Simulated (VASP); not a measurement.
Crystal: Sc3BN4.

```
CELL_PARAMETERS angstrom
3.38772 0.00000 0.00000
-1.69386 2.93385 0.00000
0.00000 0.00000 10.09085
ATOMIC_POSITIONS crystal
B 0.33333 0.66667 0.02222
Sc 0.33333 0.66667 0.48950
Sc 0.66667 0.33333 0.21375
Sc 0.66667 0.33333 0.76608
N 0.33333 0.66667 0.16286
N 0.33333 0.66667 0.69695
N 0.66667 0.33333 0.42258
N 0.66667 0.33333 0.97606
```

Base run:

| Property | Result |
| --- | --- |
| Program | VASP 6.6.1 |
| Functional | r2SCAN |
| Potentials or basis | VASP PAW PBE potentials, release 64 (B, Sc_sv, N) |
| Cutoff | 520 eV |
| k mesh | 12 × 12 × 4 |
| Occupations | gaussian, width 0.01 eV |
| Spin | no spin polarisation |

Its results: band gap on the k mesh 2.09 eV, indirect (least direct gap 2.43 eV); pressure 1.2 GPa; largest force 0.056 eV/Å.

Question: The run is repeated on the same cell with these changes: functional from r2SCAN to PBE; further incar settings from ALGO = Normal; EDIFF = 1e-07; NBANDS = 38 to ALGO = Normal; EDIFF = 1e-06; NBANDS = 38. What comes out?

Answer: Band gap on the k mesh 1.82 eV, indirect (least direct gap 2.21 eV); pressure 2.5 GPa; largest force 0.276 eV/Å.

Caveats: the PAW data sets were made with another functional, which shifts forces and pressure a little (some runs).

A k mesh can miss the band edges.
